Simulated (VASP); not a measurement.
Crystal: CdS.

```
Cd S
1.0
     0.00000    2.92000    2.92000
     2.92000    0.00000    2.92000
     2.92000    2.92000    0.00000
Cd S
1 1
Direct
  0.00000 0.00000 0.00000
  0.25000 0.25000 0.25000
```

| Quantity | Value |
| --- | --- |
| Program | VASP 6.6.1 |
| Task | relaxation of cell and atoms |
| Functional | LDA |
| Potentials or basis | VASP PAW LDA potentials, release 64 (Cd, S) |
| Cutoff | 500 eV |
| k mesh | 8 × 8 × 8 |
| Occupations | gaussian, width 0.02 eV |
| Spin | no spin polarisation |

At the start: pressure -2.2 GPa; volume 24.90 Å³/atom.

Where does the relaxation end?

Over 3 steps the energy falls by 6.1 meV/atom and the volume is 24.04 Å³/atom (-3.5 %); space group F-43m (No. 216, to 0.1 Å) before and after.

Step by step:
```
step  energy change (eV)  largest force (eV/Å)  pressure (GPa)  volume (Å³)
   1              0.0000                0.0000           -2.21        49.79
   2             -0.0099                0.0000            1.06        47.36
   3             -0.0123                0.0000            0.00        48.07
```

Final structure:
```
Cd S
1.0
     0.00000    2.88597    2.88597
     2.88597    0.00000    2.88597
     2.88597    2.88597    0.00000
Cd S
1 1
Direct
  0.00000 0.00000 0.00000
  0.25000 0.25000 0.25000
```
